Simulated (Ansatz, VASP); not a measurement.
# AgBr: VASP beside Ansatz

Contents of INCAR:

```
SYSTEM = AgBr
  ALGO = Normal
  EDIFF = 1E-6
  ENCUT = 500
  GGA = RP
  GGA_COMPAT = .False.
  ISIF = 2
  ISMEAR = 0
  LASPH = .True.
  LCHARG = .True.
  LELF = .True.
  LREAL = .False.
  LVHAR = .True.
  LWAVE = .False.
  NBANDS = 16
  NELM = 120
  PREC = Accurate
  SIGMA = 0.05
```

KPOINTS

```
k-points
0
Gamma
  10 10 10
  0 0 0
```

POSCAR

```
AgBr
1.0
    0.0000000000      2.9202557431      2.9202557431
    2.9202557431      0.0000000000      2.9202557431
    2.9202557431      2.9202557431      0.0000000000
Ag Br
1 1
Direct
    0.5000000000      0.5000000000      0.5000000000
    0.0000000000      0.0000000000      0.0000000000
```

Input for Ansatz:

```yaml
crystal:
  lattice:
    - [0.0, 2.9202557431, 2.9202557431]
    - [2.9202557431, 0.0, 2.9202557431]
    - [2.9202557431, 2.9202557431, 0.0]
  atoms:
    - { symbol: Ag, position: [0.5, 0.5, 0.5] }
    - { symbol: Br, position: [0.0, 0.0, 0.0] }
basis:
  ecutwfc: 420
  ecutrho_ratio: 4
kpoints:
  mp_grid: { grid: [10, 10, 10] }
hamiltonian:
  xc: rpbe
scf:
  occupations: { method: gaussian, width: 0.05 }
  mixing: { algorithm: anderson, beta: 0.1, ndim: 4 }
output:
  forces: true
  stress: true
```

Alike in both runs: task single point; functional RPBE; k mesh 10 × 10 × 10; occupations gaussian, width 0.05 eV; no spin polarisation.

```csv
,VASP,Ansatz
version,VASP 6.6.1,Ansatz 0.2.0
potentials or method,"VASP PAW PBE potentials, release 64 (Ag, Br), cutoff 500 eV","scalar-relativistic, plane waves, PAW"
valence electrons in the cell,18,26
```

VASP gave:

- pressure (GPa): 2.6

Estimate Ansatz's values.

pressure (GPa): 2.7.

VASP's potentials were made for PBE, not for RPBE. VASP's potentials hold 18 valence electrons a cell and Ansatz's 26, so a difference there can come from the potentials and not from the codes.
